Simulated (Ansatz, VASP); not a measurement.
**Two plane-wave programs on BaTiO3**

Contents of INCAR:

```
  ALGO = Normal
  EDIFF = 1E-6
  ENCUT = 520
  GGA = PE
  ISIF = 2
  ISMEAR = 0
  LASPH = True
  LCHARG = False
  LREAL = False
  LWAVE = False
  NBANDS = 28
  NELM = 100
  PREC = Accurate
  SIGMA = 0.05
```

KPOINTS

```
k-points
0
Gamma
  6 6 6
```

The input POSCAR:

```
BaTiO3
1.0
    2.8630706910      1.6529946342      2.3563003940
   -2.8630706910      1.6529946342      2.3563003940
    0.0000000000     -3.3059892684      2.3563003940
Ba Ti O
1 1 3
Direct
    0.0191009907      0.0191009907      0.0191009907
    0.5191875227      0.5191875227      0.5191875227
    0.4883938465      0.4883938465      0.9777702638
    0.4883938465      0.9777702638      0.4883938465
    0.9777702638      0.4883938465      0.4883938465
```

Input for Ansatz:

```yaml
crystal:
  lattice:
    - [2.863070691, 1.6529946342, 2.356300394]
    - [-2.863070691, 1.6529946342, 2.356300394]
    - [0.0, -3.3059892684, 2.356300394]
  atoms:
    - { symbol: Ba, position: [0.0191009907, 0.0191009907, 0.0191009907] }
    - { symbol: Ti, position: [0.5191875227, 0.5191875227, 0.5191875227] }
    - { symbol: O, position: [0.4883938465, 0.4883938465, 0.9777702638] }
    - { symbol: O, position: [0.4883938465, 0.9777702638, 0.4883938465] }
    - { symbol: O, position: [0.9777702638, 0.4883938465, 0.4883938465] }
basis:
  ecutwfc: 420
kpoints:
  mp_grid: { grid: [6, 6, 6] }
hamiltonian:
  xc: pbe
scf:
  occupations: { method: gaussian, width: 0.05 }
output:
  forces: true
  stress: true
  eigenvalues: true
```

Change from the starting cell: all Ba atoms moved -0.100 Å, as atom 1 towards its neighbour atom 2 (Ti) at 3.434 Å.

Alike in both runs: task single point; functional PBE; k mesh 6 × 6 × 6; occupations gaussian, width 0.05 eV; no spin polarisation.

|  | VASP | Ansatz |
| --- | --- | --- |
| version | VASP 6.6.1 | Ansatz 0.2.0 |
| potentials or method | VASP PAW PBE potentials, release 64 (Ba_sv, Ti_sv, O), cutoff 520 eV | scalar-relativistic, plane waves, PAW |
| valence electrons in the cell | 40 | 40 |

VASP gave:

```
gap on the k mesh at the Fermi level (eV)                     : 2.59
least direct gap on the mesh (eV)                             : 3.15
pressure (GPa)                                                : 2.2
traceless stress, the component that is largest in VASP (GPa) : 0.45
rms of the force components (eV/Å)                            : 0.189
```

Question: What did Ansatz give for the same quantities?

Answer: gap on the k mesh at the Fermi level (eV): 2.63; least direct gap on the mesh (eV): 3.16; pressure (GPa): 0.5; traceless stress, the component that is largest in VASP (GPa): 0.45; rms of the force components (eV/Å): 0.164.

Atom by atom the forces differ by 0.046 eV/Å (rms over components).

Spin-orbit coupling is off throughout.
